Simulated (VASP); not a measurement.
# Sb (P6_3/mmc) in VASP: notebook, part 2 of 2

VASP 6.6.1. Earlier steps stand in the parts before.

### Step 3. Single point, LDA (volume scaled by 0.43)

Input file INCAR:

```
SYSTEM = Sb
PREC     = Accurate       ! precision mode
ENCUT    = 520            ! plane-wave cutoff, eV
EDIFF    = 1E-6           ! SCF threshold, eV
ISMEAR   = -1             ! smearing method
SIGMA    = 0.05           ! smearing width, eV
LREAL    = .FALSE.        ! projectors in reciprocal space
LASPH    = .TRUE.         ! aspherical terms in the spheres
NELM     = 80             ! most SCF steps
ALGO     = Normal         ! electronic algorithm
ISIF     = 2              ! what is computed and relaxed
LWAVE    = .FALSE.        ! write WAVECAR
LCHARG   = .FALSE.        ! write CHGCAR
NBANDS   = 12             ! bands
```

Input file KPOINTS:

```
regular mesh
0
G
  14 14 8
  0 0 0
```

Input file POSCAR:

```
Sb
1.0
    2.5372765848      0.0000000000      0.0000000000
   -1.2686382924      2.1973459788      0.0000000000
    0.0000000000      0.0000000000      3.9605320719
Sb
2
Direct
    0.3333333333      0.6666666667      0.2500000000
    0.6666666667      0.3333333333      0.7500000000
```

Potentials or basis: VASP PAW LDA potentials, release 64 (Sb).

Launch:

```
$ cat potpaw_LDA.64/Sb/POTCAR > POTCAR
$ mpirun -np 1 vasp_std > vasp.out
```

OUTCAR:

```text
SYSTEM = Sb
   PREC = Accurate
   ENCUT = 520
   EDIFF = 1E-6
   ISMEAR = -1
   LREAL = .FALSE.
   LASPH = .TRUE.
   NELM = 80
   ISIF = 2

 ion  position               nearest neighbor table
   1  0.333  0.667  0.250-   2 2.46   2 2.46   2 2.46   2 2.46   2 2.46   2 2.46   2 3.54   2 3.54
                             2 3.54   2 3.54   2 3.54   2 3.54
   2  0.667  0.333  0.750-   1 2.46   1 2.46   1 2.46   1 2.46   1 2.46   1 2.46   1 3.54   1 3.54
                             1 3.54   1 3.54   1 3.54   1 3.54

  LATTYP: Found a hexagonal cell.
 ALAT       =     2.5372765848
 C/A-ratio  =     1.5609382499

  Lattice vectors:

 A1 = (   2.5372765848,   0.0000000000,   0.0000000000)
 A2 = (  -1.2686382924,   2.1973459788,   0.0000000000)
 A3 = (   0.0000000000,   0.0000000000,   3.9605320719)

Analysis of symmetry for initial positions (statically):
=====================================================================
 Subroutine PRICEL returns:
 Original cell was already a primitive cell.

 Routine SETGRP: Setting up the symmetry group for a
 hexagonal supercell.

 Subroutine GETGRP returns: Found 24 space group operations
 (whereof 12 operations were pure point group operations)
 out of a pool of 24 trial point group operations.

The static configuration has the point symmetry D_3d.
 The point group associated with its full space group is D_6h.

Analysis of symmetry for dynamics (positions and initial velocities):
=====================================================================
 Subroutine PRICEL returns:
 Original cell was already a primitive cell.

 Routine SETGRP: Setting up the symmetry group for a
 hexagonal supercell.

 Subroutine GETGRP returns: Found 24 space group operations
 (whereof 12 operations were pure point group operations)
 out of a pool of 24 trial point group operations.

The dynamic configuration has the point symmetry D_3d.
 The point group associated with its full space group is D_6h.

 Subroutine INISYM returns: Found 24 space group operations
 (whereof 12 operations are pure point group operations),
 and found     1 'primitive' translations

----------------------------------------------------------------------------------------

                                     Primitive cell

  volume of cell :      22.0811

  direct lattice vectors                    reciprocal lattice vectors
     2.537276585  0.000000000  0.000000000     0.394123371  0.227547234  0.000000000
    -1.268638292  2.197345979  0.000000000     0.000000000  0.455094468  0.000000000
     0.000000000  0.000000000  3.960532072     0.000000000  0.000000000  0.252491327

  length of vectors
     2.537276585  2.537276585  3.960532072     0.455094468  0.455094468  0.252491327

  position of ions in fractional coordinates (direct lattice)
     0.333333333  0.666666667  0.250000000
     0.666666667  0.333333333  0.750000000

  ion indices of the primitive-cell ions
   primitive index   ion index
                 1           1
                 2           2

----------------------------------------------------------------------------------------

 KPOINTS: regular mesh

Automatic generation of k-mesh.
 Grid dimensions read from file:
 generate k-points for:   14   14    8

 Generating k-lattice:

  Cartesian coordinates                     Fractional coordinates (reciprocal lattice)
     0.028151669  0.016253374  0.000000000     0.071428571 -0.000000000  0.000000000
     0.000000000  0.032506748  0.000000000     0.000000000  0.071428571  0.000000000
     0.000000000  0.000000000  0.031561416     0.000000000  0.000000000  0.125000000

  Length of vectors
     0.032506748  0.032506748  0.031561416
[... 43 lines left out ...]
   NGXF,Y,Z  is equivalent  to a cutoff of  26.21, 26.21, 25.19 a.u.
 SYSTEM =  Sb
   PREC   = accura    normal or accurate (medium, high low for compatibility)
   ISTART =      0    job   : 0-new  1-cont  2-samecut
   ICHARG =      2    charge: 1-file 2-atom 10-const
   ISPIN  =      1    spin polarized calculation?
   LNONCOLLINEAR =      F non collinear calculations
   LSORBIT =      F    spin-orbit coupling
   LASPH  =      T    aspherical Exc in radial PAW
   ENCUT  =  520.0 eV  38.22 Ry    6.18 a.u.   4.72  4.72  7.36*2*pi/ulx,y,z
   NELM   =     80;   NELMIN=  2; NELMDL= -5     # of ELM steps
   EDIFF  = 0.1E-05   stopping-criterion for ELM
   LREAL  =      F    real-space projection
   EDIFFG = 0.1E-04   stopping-criterion for IOM
   NSW    =      0    number of steps for IOM
   IBRION =     -1    ionic relax: 0-MD 1-quasi-New 2-CG
   NFREE  =      0    steps in history (QN), initial steepest desc. (CG)
   ISIF   =      2    stress and relaxation
   ISYM   =      2    0-nonsym 1-usesym 2-fastsym
   POTIM  = 0.5000    time-step for ionic-motion
   TEBEG  =    0.0;   TEEND  =   0.0 temperature during run
   PSTRESS=    0.0 pullay stress
   NELECT =      10.0000    total number of electrons
   NUPDOWN=      -1.0000    fix difference up-down
   EMIN   =  10.00;   EMAX   =-10.00  energy-range for DOS
   EFERMI =   0.00;   METHOD = LEGACY
   ISMEAR =    -1;   SIGMA  =   0.05  broadening in eV -4-tet -1-fermi 0-gaus
   EFERMI_NEDOS =   21; number of points for ismear=-14 and -15
   IALGO  =     38    algorithm
   IMIX   =      4    mixing-type and parameters
     AMIX     =   0.40;   BMIX     =  1.00
     AMIX_MAG =   1.60;   BMIX_MAG =  1.00
  volume/ion in A,a.u.               =      11.04        74.51
  Fermi-wavevector in a.u.,A,eV,Ry     =   1.257192  2.375748 21.504436  1.580531
  Thomas-Fermi vector in A             =   2.390863
   LORBIT       =      0    0 simple, 1 ext, 2 COOP (PROOUT), +10 PAW based schemes
   GGA     = CA    functional components
   LHFCALC =     F    Hartree Fock is set to
   AEXX    =    0.0000 exact exchange contribution
   IVDW    =     0    specifies the selected vdW correction
   LEPSILON=     F    determine dielectric tensor
   LRPA    =     F    only Hartree local field effects (RPA)
 non-spin polarized calculation
  energy-cutoff  :      520.00
  volume of cell :       22.08
 maximum number of plane-waves:       608
 NGX is ok and might be reduce to    20
   NGX =  9   NGY =  9   NGZ = 15

 number of electron      10.0000001 magnetization

 Free energy of the ion-electron system (eV)
  ---------------------------------------------------
  ext. energy  EPLUGINS =         0.00000000
  ---------------------------------------------------
  free energy    TOTEN  =         8.85700066 eV

  energy without entropy =        8.86213774  energy(sigma->0) =        8.85956920

 E-fermi :  26.8743     XC(G=0): -14.6448

 val. band max:       26.8634454108   @ k =   0.3571   0.0000   0.1250
 cond. band min:      26.9107287330   @ k =   0.3571   0.0714   0.0000
 fundamental gap:      0.0472833223
 Fermi energy:        26.8743475958

 k-point     1 :       0.0000    0.0000    0.0000
  band No.  band energies     occupation
      1       2.3678      2.00000
      2      12.7168      2.00000
      3      15.0053      2.00000
      4      33.5121      0.00000
      5      34.2226      0.00000
      6      34.2226      0.00000
      7      35.6390      0.00000
      8      36.3660      0.00000
      9      36.3660      0.00000
     10      36.9371      0.00000
     11      40.3555      0.00000
     12      40.3650      0.00000
[... 331 lines left out ...]
 k-point    24 :       0.3571    0.2857    0.0000
  band No.  band energies     occupation
      1      13.6170      2.00000
      2      13.9833      2.00000
      3      16.4566      2.00000
      4      23.4445      2.00000
      5      23.7006      2.00000
      6      24.9818      2.00000
      7      25.3180      2.00000
      8      27.0555      0.05200
      9      28.2424      0.00000
     10      40.8689      0.00000
     11      43.0370      0.00000
     12      43.3552      0.00000

 [... further k-points ...]

------------------------ aborting loop because EDIFF is reached ----------------------------------------

  FORCE on cell =-STRESS in cart. coord.  units (eV):
  Direction    XX          YY          ZZ          XY          YZ          ZX
  --------------------------------------------------------------------------------------
  -------------------------------------------------------------------------------------
  Total       60.4910064     60.4910064     60.3087355      0.0000000     -0.0000000      0.0000000
  in kB     4389.1619231   4389.1619228   4375.9365411      0.0000000     -0.0000000      0.0000000
  external PRESSURE =    4384.7534623 kB  Pullay stress =       0.0000000 kB

 VOLUME and BASIS-vectors are now :
 -----------------------------------------------------------------------------
  energy-cutoff  :      520.00
  volume of cell :       22.08
      direct lattice vectors                 reciprocal lattice vectors
     2.537276585  0.000000000  0.000000000     0.394123371  0.227547234  0.000000000
    -1.268638292  2.197345979  0.000000000     0.000000000  0.455094468  0.000000000
     0.000000000  0.000000000  3.960532072     0.000000000  0.000000000  0.252491327

 POSITION                                       TOTAL-FORCE (eV/Angst)
 -----------------------------------------------------------------------------------
     -0.00000      1.46490      0.99013        -0.000000     -0.000000      0.000000
      1.26864      0.73245      2.97040         0.000000      0.000000      0.000000
 -----------------------------------------------------------------------------------
    total drift:                                0.000000     -0.000000      0.000000

  FREE ENERGIE OF THE ION-ELECTRON SYSTEM (eV)
  ---------------------------------------------------
  free  energy   TOTEN  =         8.8570006575 eV

  energy  without entropy=        8.8621377405  energy(sigma->0) =        8.85956920
```

It took 13 s on 1 thread of Intel Xeon 6975P-C, shared host; peak memory 0.14 GiB.

Results:

```
Free energy            : 8.8570 eV
Pressure               : 438.5 GPa
Band gap on the k mesh : zero (band 5 reaches 34.36 eV, above the bottom of band 6 at 19.49 eV)
```

Stress tensor (GPa, compression positive):
```
438.92   0.00   0.00
  0.00 438.92   0.00
  0.00   0.00 437.59
```

Levels at points of the mesh, in eV from the Fermi level:
| k point | band 1 | band 2 | band 3 | band 4 | band 5 | band 6 | band 7 | band 8 | band 9 | band 10 |
| --- | --- | --- | --- | --- | --- | --- | --- | --- | --- | --- |
| (0.00, 0.00, 0.00) | -24.51 | -14.16 | -11.87 | 6.64 | 7.35 | 7.35 | 8.76 | 9.49 | 9.49 | 10.06 |
| (0.50, 0.00, 0.00) | -15.31 | -15.28 | -5.98 | -5.42 | -3.00 | -2.07 | -1.26 | 5.47 | 6.75 | 8.43 |
| (0.00, 0.00, 0.50) | -21.72 | -21.72 | 0.37 | 0.37 | 6.97 | 6.97 | 9.20 | 9.20 | 9.20 | 9.20 |
| (0.50, 0.00, 0.50) | -13.61 | -13.61 | -11.12 | -11.12 | 2.33 | 2.33 | 4.82 | 4.82 | 5.83 | 5.83 |

Caveat: spin-orbit coupling is left out, which moves the levels of the heavy elements.

### Step 4. Single point, LDA (volume scaled by 0.5)

Input file INCAR:

```
PREC = Accurate
ENCUT = 520
EDIFF = 1E-6
ISMEAR = -1
SIGMA = 0.05
LREAL = F
LASPH = T
NELM = 60
ALGO = Normal
ISIF = 2
LWAVE = F
LCHARG = F
NBANDS = 12
```

Input file KPOINTS:

```
Automatic mesh
0
Gamma
  14 14 8
```

Input file POSCAR:

```
Sb
1.0
    2.6669246315      0.0000000000      0.0000000000
   -1.3334623157      2.3096244809      0.0000000000
    0.0000000000      0.0000000000      4.1683984088
Sb
2
Direct
    0.3333333333      0.6666666667      0.2500000000
    0.6666666667      0.3333333333      0.7500000000
```

Launch:

```
$ cat potpaw_LDA.64/Sb/POTCAR > POTCAR
$ mpirun -np 1 vasp_std > vasp.out
```

Run time: 12 s. Hardware: 1 thread of Intel Xeon 6975P-C, shared host; peak memory 0.15 GiB.

Results (log left out):

```yaml
Free_energy: 1.3282 eV
Pressure: 252.0 GPa
Band_gap_on_the_k_mesh: zero (band 5 reaches 30.53 eV, above the bottom of band 6 at 15.93 eV)
```

Stress tensor (GPa, compression positive):
```
252.25   0.00   0.00
  0.00 252.25   0.00
  0.00   0.00 251.47
```

Levels at points of the mesh, in eV from the Fermi level:
| k point | band 3 | band 4 | band 5 | band 6 | band 7 | band 8 |
| --- | --- | --- | --- | --- | --- | --- |
| (0.00, 0.00, 0.00) | -11.24 | 6.61 | 6.61 | 7.65 | 9.00 | 9.00 |
| (0.50, 0.00, 0.00) | -5.24 | -4.85 | -3.40 | -1.76 | -0.80 | 4.88 |
| (0.00, 0.00, 0.50) | 0.29 | 0.29 | 7.96 | 7.96 | 8.49 | 8.49 |
| (0.50, 0.00, 0.50) | -10.39 | -10.39 | 2.24 | 2.24 | 4.90 | 4.90 |

Caveat: spin-orbit coupling is left out, which moves the levels of the heavy elements.

### Step 5. Single point, LDA (volume scaled by 0.5)

Input file INCAR:

```
SYSTEM = Sb
PREC = Accurate
ENCUT = 520
EDIFF = 1E-7
ISMEAR = -1
SIGMA = 0.05
LREAL = .FALSE.
LASPH = .TRUE.
NELM = 100
ALGO = Normal
ISIF = 2
LWAVE = .FALSE.
LCHARG = .TRUE.
GGA = CA
LELF = .TRUE.
LVHAR = .TRUE.
NBANDS = 12
```

Input file KPOINTS:

```
Automatic mesh
0
G
  14 14 8
  0 0 0
```

POSCAR is that of step 4.

Potentials or basis: VASP PAW LDA potentials, release 64 (Sb).

Launch:

```
$ cat potpaw_LDA.64/Sb/POTCAR > POTCAR
$ mpirun -np 1 vasp_std > vasp.out
```

OUTCAR:

```text
SYSTEM = Sb
   PREC = Accurate
   ENCUT = 520
   EDIFF = 1E-7
   ISMEAR = -1
   LREAL = .FALSE.
   LASPH = .TRUE.
   NELM = 100
   ISIF = 2
   GGA = CA

 ion  position               nearest neighbor table
   1  0.333  0.667  0.250-   2 2.59   2 2.59   2 2.59   2 2.59   2 2.59   2 2.59   2 3.72   2 3.72
                             2 3.72   2 3.72   2 3.72   2 3.72
   2  0.667  0.333  0.750-   1 2.59   1 2.59   1 2.59   1 2.59   1 2.59   1 2.59   1 3.72   1 3.72
                             1 3.72   1 3.72   1 3.72   1 3.72

  LATTYP: Found a hexagonal cell.
 ALAT       =     2.6669246315
 C/A-ratio  =     1.5629982038
[... 553 lines left out ...]

  FORCE on cell =-STRESS in cart. coord.  units (eV):
  Direction    XX          YY          ZZ          XY          YZ          ZX
  --------------------------------------------------------------------------------------
  -------------------------------------------------------------------------------------
  Total       40.4234743     40.4234743     40.2986528      0.0000000      0.0000000      0.0000000
  in kB     2522.4518299   2522.4518300   2514.6628868      0.0000001      0.0000000      0.0000000
  external PRESSURE =    2519.8555156 kB  Pullay stress =       0.0000000 kB

 VOLUME and BASIS-vectors are now :
 -----------------------------------------------------------------------------
  energy-cutoff  :      520.00
  volume of cell :       25.68
      direct lattice vectors                 reciprocal lattice vectors
     2.666924632  0.000000000  0.000000000     0.374963727  0.216485409  0.000000000
    -1.333462316  2.309624481  0.000000000     0.000000000  0.432970818  0.000000000
     0.000000000  0.000000000  4.168398409     0.000000000  0.000000000  0.239900293

 POSITION                                       TOTAL-FORCE (eV/Angst)
 -----------------------------------------------------------------------------------
     -0.00000      1.53975      1.04210         0.000000     -0.000000      0.000000
      1.33346      0.76987      3.12630        -0.000000      0.000000      0.000000
 -----------------------------------------------------------------------------------
    total drift:                                0.000000     -0.000000      0.000000

  FREE ENERGIE OF THE ION-ELECTRON SYSTEM (eV)
  ---------------------------------------------------
  free  energy   TOTEN  =         1.3281850907 eV

  energy  without entropy=        1.3349965595  energy(sigma->0) =        1.33159083
```

Wall time 15 s (1 thread of Intel Xeon 6975P-C, shared host); peak memory 0.15 GiB.

What came out:

```yaml
Free_energy: 1.3282 eV
Pressure: 252.0 GPa
Band_gap_on_the_k_mesh: zero (band 5 reaches 30.53 eV, above the bottom of band 6 at 15.93 eV)
```

Caveat: spin-orbit coupling is left out, which moves the levels of the heavy elements.
